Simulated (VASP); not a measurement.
# SnO2 (Pm) in VASP: single point with PBE

Aim: the single point of SnO2 with PBE.

All numbers are computed with VASP 6.6.1; they aren't measurements. Logs are shortened: lines on timing, memory, paths and dates and some standing lists are left out, and cuts for length are marked.

### Step 1. The cell of the first run

It takes space group Pm (No. 6, monoclinic). The conventional cell has a = 4.828 Å, b = 3.238 Å, c = 4.828 Å, α = 90.00°, β = 90.00°, γ = 90.00°. Sn (site symmetry m) has 6 O at 1.96 to 2.24 Å within 2.6 Å. Within 2.8 Å of Sn (site symmetry m) lie 6 O at 2.09 Å. O (site symmetry m) has 3 Sn at 2.09 to 2.24 Å and 1 O at 2.64 Å within 2.8 Å. Within 2.8 Å of O (site symmetry m) lie 3 Sn at 2.09 to 2.19 Å and 1 O at 2.64 Å. O (site symmetry m) has 3 Sn at 1.96 to 2.09 Å within 2.6 Å. O (site symmetry m) has 3 Sn at 2.01 to 2.09 Å and 1 O at 2.64 Å within 2.7 Å.

### Step 2. Single point, PBE (atom 1 (Sn) moved by (-0.200, +0.000) A along x and z)

The input, INCAR:

```
PREC     = Accurate       # precision mode
ENCUT    = 520            # plane-wave cutoff, eV
EDIFF    = 1E-7           # SCF threshold, eV
ISMEAR   = 0              # smearing method
SIGMA    = 0.05           # smearing width, eV
LREAL    = False          # projectors in reciprocal space
LASPH    = True           # aspherical terms in the spheres
NELM     = 60             # most SCF steps
ALGO     = Normal         # electronic algorithm
ISIF     = 2              # what is computed and relaxed
LWAVE    = False          # write WAVECAR
LCHARG   = False          # write CHGCAR
GGA      = PE             # functional
NBANDS   = 35             # bands
```

The input, KPOINTS:

```
regular mesh
0
Gamma
  6 6 8
```

The input, POSCAR:

```
SnO2
1.0
    4.8277049961      0.0000000000      0.0000000000
    0.0000000000      4.8277049961      0.0000000000
    0.0000000000      0.0000000000      3.2379909406
Sn O
2 4
Direct
   -0.0414275520      0.0000000000      0.0000000000
    0.5000000000      0.5000000000      0.5000000000
    0.3066050863      0.3066050863      0.0000000000
    0.1933949137      0.8066050863      0.5000000000
    0.6933949137      0.6933949137      0.0000000000
    0.8066050863      0.1933949137      0.5000000000
```

Potentials or basis: VASP PAW PBE potentials, release 64 (Sn_d, O).

Started as:

```sh
> cat potpaw_PBE.64/Sn_d/POTCAR potpaw_PBE.64/O/POTCAR > POTCAR
> mpirun -np 1 vasp_std > vasp.out
```

OUTCAR:

```text
PREC = Accurate
   ENCUT = 520
   EDIFF = 1E-7
   ISMEAR = 0
   LREAL = False
   LASPH = True
   NELM = 60
   ISIF = 2
   GGA = PE

 ion  position               nearest neighbor table
   1  0.959  0.000  0.000-   5 1.96   6 2.01   6 2.01   4 2.19   4 2.19   3 2.24   2 3.65   2 3.65
                             2 3.65   2 3.65
   2  0.500  0.500  0.500-   3 2.09   5 2.09   3 2.09   5 2.09   4 2.09   6 2.09   1 3.65   1 3.65
                             1 3.65   1 3.65
   3  0.307  0.307  0.000-   2 2.09   2 2.09   1 2.24
   4  0.193  0.807  0.500-   2 2.09   1 2.19   1 2.19
   5  0.693  0.693  0.000-   1 1.96   2 2.09   2 2.09
   6  0.807  0.193  0.500-   1 2.01   1 2.01   2 2.09

  LATTYP: Found a simple tetragonal cell.
 ALAT       =     4.8277049961
 C/A-ratio  =     0.6707101911

  Lattice vectors:

 A1 = (   4.8277049961,   0.0000000000,   0.0000000000)
 A2 = (   0.0000000000,   4.8277049961,   0.0000000000)
 A3 = (   0.0000000000,   0.0000000000,   3.2379909406)

Analysis of symmetry for initial positions (statically):
=====================================================================
 Subroutine PRICEL returns:
 Original cell was already a primitive cell.

 Routine SETGRP: Setting up the symmetry group for a
 simple tetragonal supercell.

 Subroutine GETGRP returns: Found  2 space group operations
 (whereof  2 operations were pure point group operations)
 out of a pool of 16 trial point group operations.

The static configuration has the point symmetry C_1h.

Analysis of symmetry for dynamics (positions and initial velocities):
=====================================================================
 Subroutine PRICEL returns:
 Original cell was already a primitive cell.

 Routine SETGRP: Setting up the symmetry group for a
 simple tetragonal supercell.

 Subroutine GETGRP returns: Found  2 space group operations
 (whereof  2 operations were pure point group operations)
 out of a pool of 16 trial point group operations.

The dynamic configuration has the point symmetry C_1h.

 Subroutine INISYM returns: Found  2 space group operations
 (whereof  2 operations are pure point group operations),
 and found     1 'primitive' translations

----------------------------------------------------------------------------------------

                                     Primitive cell

  volume of cell :      75.4670

  direct lattice vectors                    reciprocal lattice vectors
     4.827704996  0.000000000  0.000000000     0.207137760  0.000000000  0.000000000
     0.000000000  4.827704996  0.000000000     0.000000000  0.207137760  0.000000000
     0.000000000  0.000000000  3.237990941     0.000000000  0.000000000  0.308833477

  length of vectors
     4.827704996  4.827704996  3.237990941     0.207137760  0.207137760  0.308833477

  position of ions in fractional coordinates (direct lattice)
     0.958572448  0.000000000  0.000000000
     0.500000000  0.500000000  0.500000000
     0.306605086  0.306605086  0.000000000
     0.193394914  0.806605086  0.500000000
     0.693394914  0.693394914  0.000000000
     0.806605086  0.193394914  0.500000000

  ion indices of the primitive-cell ions
   primitive index   ion index
                 1           1
                 2           2
                 3           3
                 4           4
                 5           5
                 6           6

----------------------------------------------------------------------------------------

 KPOINTS: regular mesh

Automatic generation of k-mesh.
 Grid dimensions read from file:
 generate k-points for:    6    6    8

 Generating k-lattice:

  Cartesian coordinates                     Fractional coordinates (reciprocal lattice)
     0.034522960  0.000000000  0.000000000     0.166666667  0.000000000  0.000000000
     0.000000000  0.034522960  0.000000000     0.000000000  0.166666667  0.000000000
     0.000000000  0.000000000  0.038604185     0.000000000  0.000000000  0.125000000

  Length of vectors
     0.034522960  0.034522960  0.038604185

  Shift w.r.t. Gamma in fractional coordinates (k-lattice)
     0.000000000  0.000000000  0.000000000

 Subroutine IBZKPT returns following result:
 ===========================================

 Found    100 irreducible k-points:

 Following reciprocal coordinates:
            Coordinates               Weight
  0.000000  0.000000  0.000000      1.000000
  0.166667  0.000000  0.000000      2.000000
  0.000000  0.166667  0.000000      2.000000
  0.333333  0.000000  0.000000      2.000000
  0.000000  0.333333  0.000000      2.000000
  0.500000  0.000000  0.000000      1.000000
[... 16 lines left out ...]
  0.000000  0.166667  0.125000      4.000000
  0.333333  0.000000  0.125000      4.000000
 [... further k-points ...]
   k-points           NKPTS =    100   k-points in BZ     NKDIM =    100   number of bands    NBANDS=     35
   number of dos      NEDOS =    301   number of ions     NIONS =      6
   total plane-waves  NPLWV =  31104
   dimension x,y,z NGX =    36 NGY =   36 NGZ =   24
   dimension x,y,z NGXF=    72 NGYF=   72 NGZF=   48
   ions per type =               2   4
   NGX,Y,Z   is equivalent  to a cutoff of  12.40, 12.40, 12.32 a.u.
   NGXF,Y,Z  is equivalent  to a cutoff of  24.79, 24.79, 24.64 a.u.
 SYSTEM =  unknown system
   PREC   = accura    normal or accurate (medium, high low for compatibility)
   ISTART =      0    job   : 0-new  1-cont  2-samecut
   ICHARG =      2    charge: 1-file 2-atom 10-const
   ISPIN  =      1    spin polarized calculation?
   LNONCOLLINEAR =      F non collinear calculations
   LSORBIT =      F    spin-orbit coupling
   LASPH  =      T    aspherical Exc in radial PAW
   ENCUT  =  520.0 eV  38.22 Ry    6.18 a.u.   8.98  8.98  6.02*2*pi/ulx,y,z
   NELM   =     60;   NELMIN=  2; NELMDL= -5     # of ELM steps
   EDIFF  = 0.1E-06   stopping-criterion for ELM
   LREAL  =      F    real-space projection
   EDIFFG = 0.1E-05   stopping-criterion for IOM
   NSW    =      0    number of steps for IOM
   IBRION =     -1    ionic relax: 0-MD 1-quasi-New 2-CG
   NFREE  =      0    steps in history (QN), initial steepest desc. (CG)
   ISIF   =      2    stress and relaxation
   ISYM   =      2    0-nonsym 1-usesym 2-fastsym
   POTIM  = 0.5000    time-step for ionic-motion
   TEBEG  =    0.0;   TEEND  =   0.0 temperature during run
   PSTRESS=    0.0 pullay stress
   NELECT =      52.0000    total number of electrons
   NUPDOWN=      -1.0000    fix difference up-down
   EMIN   =  10.00;   EMAX   =-10.00  energy-range for DOS
   EFERMI =   0.00;   METHOD = LEGACY
   ISMEAR =     0;   SIGMA  =   0.05  broadening in eV -4-tet -1-fermi 0-gaus
   EFERMI_NEDOS =   21; number of points for ismear=-14 and -15
   IALGO  =     38    algorithm
   IMIX   =      4    mixing-type and parameters
     AMIX     =   0.40;   BMIX     =  1.00
     AMIX_MAG =   1.60;   BMIX_MAG =  1.00
  volume/ion in A,a.u.               =      12.58        84.88
  Fermi-wavevector in a.u.,A,eV,Ry     =   1.445962  2.732472 28.447149  2.090806
  Thomas-Fermi vector in A             =   2.564085
   LORBIT       =      0    0 simple, 1 ext, 2 COOP (PROOUT), +10 PAW based schemes
   GGA     = PE    functional components
   LHFCALC =     F    Hartree Fock is set to
   AEXX    =    0.0000 exact exchange contribution
   IVDW    =     0    specifies the selected vdW correction
   LEPSILON=     F    determine dielectric tensor
   LRPA    =     F    only Hartree local field effects (RPA)
 non-spin polarized calculation
 Gauss-broadening in eV      SIGMA  =   0.05
  energy-cutoff  :      520.00
  volume of cell :       75.47
 maximum number of plane-waves:      2068
   NGX = 17   NGY = 17   NGZ = 13

 number of electron      52.0000002 magnetization

 Free energy of the ion-electron system (eV)
  ---------------------------------------------------
  ext. energy  EPLUGINS =         0.00000000
  ---------------------------------------------------
  free energy    TOTEN  =       -36.88796935 eV

  energy without entropy =      -36.88796935  energy(sigma->0) =      -36.88796935

 E-fermi :   5.9928     XC(G=0): -10.9752

 val. band max:        5.8113191875   @ k =   0.0000   0.0000   0.0000
 cond. band min:       6.1749486296   @ k =   0.0000   0.0000   0.0000
 fundamental gap:      0.3636294421
 Fermi energy:         5.9928049197

 k-point     1 :       0.0000    0.0000    0.0000
  band No.  band energies     occupation
      1     -15.6648      2.00000
      2     -14.9231      2.00000
      3     -14.7210      2.00000
      4     -14.7024      2.00000
      5     -14.6269      2.00000
      6     -14.6161      2.00000
[... 27 lines left out ...]
     34      17.0578      0.00000
     35      17.7397      0.00000

 k-point     2 :       0.1667    0.0000    0.0000
  band No.  band energies     occupation
      1     -15.6386      2.00000
      2     -14.9486      2.00000
      3     -14.7353      2.00000
      4     -14.7014      2.00000
      5     -14.6254      2.00000
      6     -14.6249      2.00000
[... 27 lines left out ...]
     34      17.1329      0.00000
     35      17.7938      0.00000

 k-point     3 :       0.0000    0.1667    0.0000
  band No.  band energies     occupation
      1     -15.6308      2.00000
      2     -14.9814      2.00000
      3     -14.7260      2.00000
      4     -14.7015      2.00000
      5     -14.6251      2.00000
      6     -14.6248      2.00000
[... 27 lines left out ...]
     34      17.2048      0.00000
     35      17.6871      0.00000
[... 723 lines left out ...]
 k-point    23 :       0.0000    0.1667    0.1250
  band No.  band energies     occupation
      1     -15.5846      2.00000
      2     -14.9850      2.00000
      3     -14.8052      2.00000
      4     -14.7342      2.00000
      5     -14.6633      2.00000
      6     -14.5974      2.00000
[... 27 lines left out ...]
     34      17.2298      0.00000
     35      17.5605      0.00000

 k-point    24 :       0.3333    0.0000    0.1250
  band No.  band energies     occupation
      1     -15.5423      2.00000
      2     -14.9935      2.00000
      3     -14.8845      2.00000
      4     -14.7262      2.00000
      5     -14.6513      2.00000
      6     -14.5968      2.00000
[... 27 lines left out ...]
     34      17.5467      0.00000
     35      17.7560      0.00000

 [... further k-points ...]
[... 5 lines left out ...]
  --------------------------------------------------------------------------------------
  -------------------------------------------------------------------------------------
  Total        0.2297174      2.0596206      1.5279907      1.0143864      0.0000000      0.0000000
  in kB        4.8769404     43.7260989     32.4395041     21.5355976      0.0000000      0.0000000
  external PRESSURE =      27.0141811 kB  Pullay stress =       0.0000000 kB

 VOLUME and BASIS-vectors are now :
 -----------------------------------------------------------------------------
  energy-cutoff  :      520.00
  volume of cell :       75.47
      direct lattice vectors                 reciprocal lattice vectors
     4.827704996  0.000000000  0.000000000     0.207137760  0.000000000  0.000000000
     0.000000000  4.827704996  0.000000000     0.000000000  0.207137760  0.000000000
     0.000000000  0.000000000  3.237990941     0.000000000  0.000000000  0.308833477

 POSITION                                       TOTAL-FORCE (eV/Angst)
 -----------------------------------------------------------------------------------
      4.62770      0.00000      0.00000         4.198014     -0.126033      0.000000
      2.41385      2.41385      1.61900        -1.730476      0.000185      0.000000
      1.48020      1.48020      0.00000        -0.117123     -0.304493      0.000000
      0.93365      3.89405      1.61900        -0.763688      0.528964      0.000000
      3.34751      3.34751      0.00000        -0.731166     -0.970772      0.000000
      3.89405      0.93365      1.61900        -0.855561      0.872149      0.000000
 -----------------------------------------------------------------------------------
    total drift:                               -0.000105     -0.000038      0.000000

  FREE ENERGIE OF THE ION-ELECTRON SYSTEM (eV)
  ---------------------------------------------------
  free  energy   TOTEN  =       -36.8879693511 eV

  energy  without entropy=      -36.8879693508  energy(sigma->0) =      -36.88796935
```

It took 1.9 min on 1 thread of Intel Xeon Platinum 8488C (Sapphire Rapids), shared host; peak memory 0.32 GiB.

Results:

```
Free energy            : -36.8880 eV
Pressure               : 2.7 GPa
Largest force          : 4.200 eV/Å
Band gap on the k mesh : 0.36 eV, direct
```

Forces on the atoms (eV/Å):
```
Sn   4.198 -0.126  0.000
Sn  -1.730  0.000  0.000
O   -0.117 -0.304  0.000
O   -0.764  0.529  0.000
O   -0.731 -0.971  0.000
O   -0.856  0.872  0.000
```

Caveat: the cell differs from its parent crystal (atom 1 (Sn) moved by (-0.200, +0.000) A along x and z); spin-orbit coupling is left out, which moves the levels of the heavy elements; forces of over 1 eV/Å act on the atoms, so gaps and moduli don't describe the material at rest.
